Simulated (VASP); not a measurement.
Input of a VASP 6.6.1 run:

Contents of POSCAR:

```
Cl
1.0
    3.2641758158     -2.0706981641      0.0000000000
    3.2641758158      2.0706981641      0.0000000000
    0.0000000000      0.0000000000      8.2629963814
Cl
4
Direct
    0.8804611252      0.1195388748      0.1059122708
    0.6195388748      0.3804611252      0.6059122708
    0.1195388748      0.8804611252      0.8940877292
    0.3804611252      0.6195388748      0.3940877292
```

Contents of INCAR.step1:

```
PREC = Accurate ; ENCUT = 520
ISMEAR = 0 ; SIGMA = 0.02
LREAL = False ; LASPH = True
NELM = 60 ; NBANDS = 22
GGA = PE ; ALGO = Normal
EDIFF = 1E-4 ; LWAVE = True
LCHARG = False
```

File INCAR.step2:

```
PREC = Accurate ; ENCUT = 520
EDIFF = 1E-7 ; ISMEAR = 0
SIGMA = 0.02 ; LREAL = False
LASPH = True ; NELM = 60
ALGO = Normal ; ISIF = 2
LWAVE = False ; LCHARG = False
METAGGA = R2SCAN ; LMIXTAU = True
NBANDS = 22 ; ISTART = 1
```

Contents of KPOINTS:

```
Automatic mesh
0
Gamma
  6 6 4
```

Potentials or basis: VASP PAW PBE potentials, release 64 (Cl).

The run is started by

```sh
$ cat potpaw_PBE.64/Cl/POTCAR > POTCAR
$ cp INCAR.step1 INCAR
$ mpirun -np 1 vasp_std > vasp.out
$ cp INCAR.step2 INCAR
$ mpirun -np 1 vasp_std > vasp.out
```

Problem. Estimate the band gap on the k mesh.

Solution. 2.68 eV.

Problem. Predict the largest force.

Solution. 0.190 eV/Å.

Problem. Estimate the pressure.

Solution. -0.4 GPa.

Stress tensor (GPa, compression positive):
```
-0.09  0.00  0.00
 0.00 -0.34  0.00
 0.00  0.00 -0.89
```

Caveat: the PAW data sets were made with another functional, which shifts forces and pressure a little. r2SCAN opens gaps a little over a GGA but as a rule still falls short of measured ones.
